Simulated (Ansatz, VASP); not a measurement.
## Ru in VASP and in Ansatz

```
Ru
1.0
     2.55964    0.00000    0.00000
    -1.27982    2.21671    0.00000
     0.00000    0.00000    4.85210
Ru
2
Direct
  0.33333 0.66667 0.25000
  0.66667 0.33333 0.75000
```

Alike in both runs: task single point; functional PBE; k mesh 30 × 30 × 16; occupations gaussian, width 0.15 eV; no spin polarisation.

|  | VASP | Ansatz |
| --- | --- | --- |
| version | VASP 6.6.1 | Ansatz 0.2.0 |
| potentials or method | VASP PAW PBE potentials, release 64 (Ru_pv), cutoff 520 eV | scalar-relativistic, plane waves, PAW |
| valence electrons in the cell | 28 | 32 |

Ansatz gave:

| Item | Value |
| --- | --- |
| gap on the k mesh at the Fermi level (eV) | none |
| pressure (GPa) | 11.1 |
| traceless stress, the component that is largest in VASP (GPa) | -48.63 |

Problem. Estimate VASP's values.

Solution. gap on the k mesh at the Fermi level (eV): none; pressure (GPa): 11.1; traceless stress, the component that is largest in VASP (GPa): -48.65.

A gap of «none» marks a metal or a gap that the smearing closes. VASP's potentials hold 28 valence electrons a cell and Ansatz's 32, so a difference there can come from the potentials and not from the codes.
